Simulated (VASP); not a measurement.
# GaN in VASP: notebook

GaN is run at these levels: PBEsol; tasks: single point.

Everything below comes from runs of VASP 6.6.1. Logs are shortened: lines on timing, memory, paths and dates and some standing lists are left out, and cuts for length are marked.

## 1. The cell of the first run

Symmetry: C222_1, No. 20, orthorhombic system. The conventional cell has a = 4.498 Å, b = 4.678 Å, c = 4.678 Å, α = 90.00°, β = 90.00°, γ = 90.00°. Ga (site symmetry 2) has 4 N at 1.98 to 2.02 Å within 2.6 Å. N (site symmetry 2) has 4 Ga at 1.98 to 2.02 Å within 2.6 Å.

## 2. Single point, PBEsol

Contents of INCAR:

```
SYSTEM = GaN
PREC = Accurate
ENCUT = 520
EDIFF = 1E-6
ISMEAR = 0
SIGMA = 0.05
LREAL = .False.
LASPH = .True.
NELM = 80
ALGO = Normal
ISIF = 2
LWAVE = .False.
LCHARG = .True.
GGA = PS
LELF = .True.
LVHAR = .True.
NBANDS = 26
```

Contents of KPOINTS:

```
Automatic mesh
0
Gamma
  8 8 6
  0 0 0
```

Contents of POSCAR:

```
GaN
1.0
    0.0000000000     -2.2490913701     -2.3390550249
    0.0000000000      2.2490913701     -2.3390550249
    4.6781100497      0.0000000000      0.0000000000
Ga N
2 2
Direct
    0.4992186320      0.4992186320      0.5000000000
    0.0007813680      0.0007813680      0.0000000000
    0.0064470480      0.4935529520      0.2500000000
    0.4935529520      0.0064470480      0.7500000000
```

Potentials or basis: VASP PAW PBE potentials, release 64 (Ga_d, N).

Started as:

```bash
$ cat potpaw_PBE.64/Ga_d/POTCAR potpaw_PBE.64/N/POTCAR > POTCAR
$ mpirun -np 1 vasp_std > vasp.out
```

OUTCAR:

```text
SYSTEM = GaN
   PREC = Accurate
   ENCUT = 520
   EDIFF = 1E-6
   ISMEAR = 0
   LREAL = .False.
   LASPH = .True.
   NELM = 80
   ISIF = 2
   GGA = PS

 ion  position               nearest neighbor table
   1  0.499  0.499  0.500-   3 1.98   4 1.98   3 2.02   4 2.02
   2  0.001  0.001  0.000-   3 1.98   4 1.98   3 2.02   4 2.02
   3  0.006  0.494  0.250-   1 1.98   2 1.98   2 2.02   1 2.02
   4  0.494  0.006  0.750-   1 1.98   2 1.98   2 2.02   1 2.02

  LATTYP: Found a base centered orthorhombic cell.
 ALAT       =     4.4981827402
 B/A-ratio  =     1.0400000000
 C/A-ratio  =     1.0400000000

  Lattice vectors:

 A1 = (   0.0000000000,  -2.2490913701,   2.3390550249)
 A2 = (   0.0000000000,  -2.2490913701,  -2.3390550249)
 A3 = (   4.6781100497,   0.0000000000,   0.0000000000)

Analysis of symmetry for initial positions (statically):
=====================================================================
 Subroutine PRICEL returns:
 Original cell was already a primitive cell.

 Routine SETGRP: Setting up the symmetry group for a
 base centered orthorhombic supercell.

 Subroutine GETGRP returns: Found  4 space group operations
 (whereof  2 operations were pure point group operations)
 out of a pool of  8 trial point group operations.

The static configuration has the point symmetry C_2 .
 The point group associated with its full space group is D_2 .

Analysis of symmetry for dynamics (positions and initial velocities):
=====================================================================
 Subroutine PRICEL returns:
 Original cell was already a primitive cell.

 Routine SETGRP: Setting up the symmetry group for a
 base centered orthorhombic supercell.

 Subroutine GETGRP returns: Found  4 space group operations
 (whereof  2 operations were pure point group operations)
 out of a pool of  8 trial point group operations.

The dynamic configuration has the point symmetry C_2 .
 The point group associated with its full space group is D_2 .

 Subroutine INISYM returns: Found  4 space group operations
 (whereof  2 operations are pure point group operations),
 and found     1 'primitive' translations

----------------------------------------------------------------------------------------

                                     Primitive cell

  volume of cell :      49.2207

  direct lattice vectors                    reciprocal lattice vectors
     0.000000000 -2.249091370 -2.339055025     0.000000000 -0.222312000 -0.213761538
     0.000000000  2.249091370 -2.339055025     0.000000000  0.222312000 -0.213761538
     4.678110050  0.000000000  0.000000000     0.213761538  0.000000000  0.000000000

  length of vectors
[... 89 lines left out ...]
   NSW    =      0    number of steps for IOM
   IBRION =     -1    ionic relax: 0-MD 1-quasi-New 2-CG
   NFREE  =      0    steps in history (QN), initial steepest desc. (CG)
   ISIF   =      2    stress and relaxation
   ISYM   =      2    0-nonsym 1-usesym 2-fastsym
   POTIM  = 0.5000    time-step for ionic-motion
   TEBEG  =    0.0;   TEEND  =   0.0 temperature during run
   PSTRESS=    0.0 pullay stress
   NELECT =      36.0000    total number of electrons
   NUPDOWN=      -1.0000    fix difference up-down
   EMIN   =  10.00;   EMAX   =-10.00  energy-range for DOS
   EFERMI =   0.00;   METHOD = LEGACY
   ISMEAR =     0;   SIGMA  =   0.05  broadening in eV -4-tet -1-fermi 0-gaus
   EFERMI_NEDOS =   21; number of points for ismear=-14 and -15
   IALGO  =     38    algorithm
   IMIX   =      4    mixing-type and parameters
     AMIX     =   0.40;   BMIX     =  1.00
     AMIX_MAG =   1.60;   BMIX_MAG =  1.00
  volume/ion in A,a.u.               =      12.31        83.04
  Fermi-wavevector in a.u.,A,eV,Ry     =   1.475003  2.787352 29.601310  2.175635
  Thomas-Fermi vector in A             =   2.589706
   LORBIT       =      0    0 simple, 1 ext, 2 COOP (PROOUT), +10 PAW based schemes
   GGA     = PS    functional components
   LHFCALC =     F    Hartree Fock is set to
   AEXX    =    0.0000 exact exchange contribution
   IVDW    =     0    specifies the selected vdW correction
   LEPSILON=     F    determine dielectric tensor
   LRPA    =     F    only Hartree local field effects (RPA)
 non-spin polarized calculation
 Gauss-broadening in eV      SIGMA  =   0.05
  energy-cutoff  :      520.00
  volume of cell :       49.22
 maximum number of plane-waves:      1344
   NGX = 13   NGY = 13   NGZ = 17

 number of electron      36.0000030 magnetization

 Free energy of the ion-electron system (eV)
  ---------------------------------------------------
  ext. energy  EPLUGINS =         0.00000000
  ---------------------------------------------------
  free energy    TOTEN  =       -26.05638365 eV

  energy without entropy =      -26.05638365  energy(sigma->0) =      -26.05638365

 E-fermi :   4.6914     XC(G=0): -11.5192

 val. band max:        4.4969043018   @ k =   0.0000   0.0000   0.0000
 cond. band min:       5.6030056853   @ k =   0.0000   0.0000   0.0000
 fundamental gap:      1.1061013835
 Fermi energy:         4.6913558397

 k-point     1 :       0.0000    0.0000    0.0000
  band No.  band energies     occupation
      1     -10.9450      2.00000
      2     -10.1317      2.00000
      3      -8.9851      2.00000
      4      -8.9847      2.00000
      5      -8.9484      2.00000
      6      -8.8889      2.00000
[... 685 lines left out ...]
     25      14.7660      0.00000
     26      16.3692      0.00000

 [... further k-points ...]

------------------------ aborting loop because EDIFF is reached ----------------------------------------

  FORCE on cell =-STRESS in cart. coord.  units (eV):
  Direction    XX          YY          ZZ          XY          YZ          ZX
  --------------------------------------------------------------------------------------
  -------------------------------------------------------------------------------------
  Total       -4.2733863     -2.8860362     -4.2868101      0.0000000      0.0000000      0.0000000
  in kB     -139.1024463    -93.9429929   -139.5394035      0.0000000      0.0000000      0.0000000
  external PRESSURE =    -124.1949476 kB  Pullay stress =       0.0000000 kB

 VOLUME and BASIS-vectors are now :
 -----------------------------------------------------------------------------
  energy-cutoff  :      520.00
  volume of cell :       49.22
      direct lattice vectors                 reciprocal lattice vectors
     0.000000000 -2.249091370 -2.339055025     0.000000000 -0.222312000 -0.213761538
     0.000000000  2.249091370 -2.339055025     0.000000000  0.222312000 -0.213761538
     4.678110050  0.000000000  0.000000000     0.213761538  0.000000000  0.000000000

 POSITION                                       TOTAL-FORCE (eV/Angst)
 -----------------------------------------------------------------------------------
      2.33906      0.00000     -2.33540         0.000000      0.000000     -0.202872
      0.00000      0.00000     -0.00366         0.000000      0.000000      0.202872
      1.16953      1.09555     -1.16953        -0.000000      0.414829      0.000000
      3.50858     -1.09555     -1.16953         0.000000     -0.414829      0.000000
 -----------------------------------------------------------------------------------
    total drift:                                0.000000     -0.000001     -0.000000

  FREE ENERGIE OF THE ION-ELECTRON SYSTEM (eV)
  ---------------------------------------------------
  free  energy   TOTEN  =       -26.0563836492 eV

  energy  without entropy=      -26.0563836492  energy(sigma->0) =      -26.05638365
```

OSZICAR:

```text
N       E                     dE             d eps       ncg     rms          rms(c)
DAV:   1     0.262951938243E+03    0.26295E+03   -0.17878E+04  4926   0.248E+03
DAV:   2     0.508590247242E+01   -0.25787E+03   -0.24352E+03  4792   0.469E+02
DAV:   3    -0.282442986531E+02   -0.33330E+02   -0.32771E+02  5158   0.138E+02
DAV:   4    -0.294190799770E+02   -0.11748E+01   -0.11688E+01  5336   0.276E+01
DAV:   5    -0.294442175610E+02   -0.25138E-01   -0.25109E-01  5246   0.385E+00    0.981E+00
DAV:   6    -0.260615674146E+02    0.33827E+01   -0.82460E+00  7382   0.456E+01    0.309E+00
DAV:   7    -0.260987134476E+02   -0.37146E-01   -0.10693E+00  4672   0.802E+00    0.255E+00
DAV:   8    -0.260768576101E+02    0.21856E-01   -0.21289E-01  6954   0.420E+00    0.125E+00
DAV:   9    -0.260560066396E+02    0.20851E-01   -0.48505E-02  6864   0.340E+00    0.445E-01
DAV:  10    -0.260564105236E+02   -0.40388E-03   -0.91324E-03  4604   0.593E-01    0.129E-01
DAV:  11    -0.260564118215E+02   -0.12979E-05   -0.37883E-04  6404   0.400E-01    0.837E-02
DAV:  12    -0.260564024994E+02    0.93221E-05   -0.55223E-05  4890   0.617E-02    0.822E-02
DAV:  13    -0.260564061893E+02   -0.36899E-05   -0.23966E-06  4086   0.117E-02    0.954E-02
DAV:  14    -0.260563840518E+02    0.22137E-04   -0.93600E-05  6200   0.738E-02    0.332E-02
DAV:  15    -0.260563836492E+02    0.40259E-06   -0.90856E-06  4806   0.243E-02
   1 F= -.26056384E+02 E0= -.26056384E+02  d E =-.198404E-10
```

stdout:

```text
POSCAR found type information on POSCAR GaN
 POSCAR found :  2 types and       4 ions
 scaLAPACK will be used
 -----------------------------------------------------------------------------
|                                                                             |
|                                                                             |
|     You enforced a specific xc type in the INCAR file but a different       |
|     I HOPE YOU KNOW WHAT YOU ARE DOING!                                     |
|                                                                             |
 -----------------------------------------------------------------------------

 LDA part: xc-table for (Slater+PW92), standard interpolation
 POSCAR, INCAR and KPOINTS ok, starting setup
 FFT: planning ... GRIDC
 FFT: planning ... GRID_SOFT
 FFT: planning ... GRID
 WAVECAR not read
 entering main loop
```

It took 73 s on 1 thread of Intel Xeon Platinum 8488C (Sapphire Rapids), shared host; peak memory 0.21 GiB.

What came out:

| Property | Result |
| --- | --- |
| Free energy | -26.0564 eV |
| Pressure | -12.4 GPa |
| Largest force | 0.415 eV/Å |
| Band gap on the k mesh | 1.11 eV |

Forces in eV/Å, atoms in the order of the input:
```
Ga   0.000  0.000 -0.203
Ga   0.000  0.000  0.203
N    0.000  0.415  0.000
N    0.000 -0.415  0.000
```

Stress tensor (GPa, compression positive):
```
-13.91   0.00   0.00
  0.00  -9.39   0.00
  0.00   0.00 -13.95
```

Caveat: the PAW data sets were made with another functional, which shifts forces and pressure a little.

(Part 1 of 2 ends here.)
